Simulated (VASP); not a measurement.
Crystal: TiO2 (Rutile).

```
Ti O
1.0
     4.59685    0.00000    0.00000
     0.00000    4.59685    0.00000
     0.00000    0.00000    2.95350
Ti O
2 4
Direct
  0.00000 0.00000 0.00000
  0.50000 0.50000 0.50000
  0.30464 0.30464 0.00000
  0.19536 0.80464 0.50000
  0.69536 0.69536 0.00000
  0.80464 0.19536 0.50000
```

Base run:

```yaml
Program: VASP 6.6.1
Functional: PBE
Potentials_or_basis: VASP PAW PBE potentials, release 64 (Ti_sv, O)
Cutoff: 520 eV
k_mesh: 6 × 6 × 8
Occupations: gaussian, width 0.01 eV
Spin: no spin polarisation
```

Its results: band gap on the k mesh 1.86 eV, direct; pressure 5.9 GPa; largest force 0.082 eV/Å.

**Question.** The run is repeated on the same cell with these changes: functional from PBE to r2SCAN. What comes out?

**Answer.** Band gap on the k mesh 2.23 eV, direct; pressure 1.3 GPa; largest force 0.038 eV/Å.

r2SCAN gives the wider gap, since meta-GGAs in the generalised Kohn-Sham scheme recover part of the derivative discontinuity.

Caveats: the PAW data sets were made with another functional, which shifts forces and pressure a little (some runs).

A k mesh can miss the band edges.
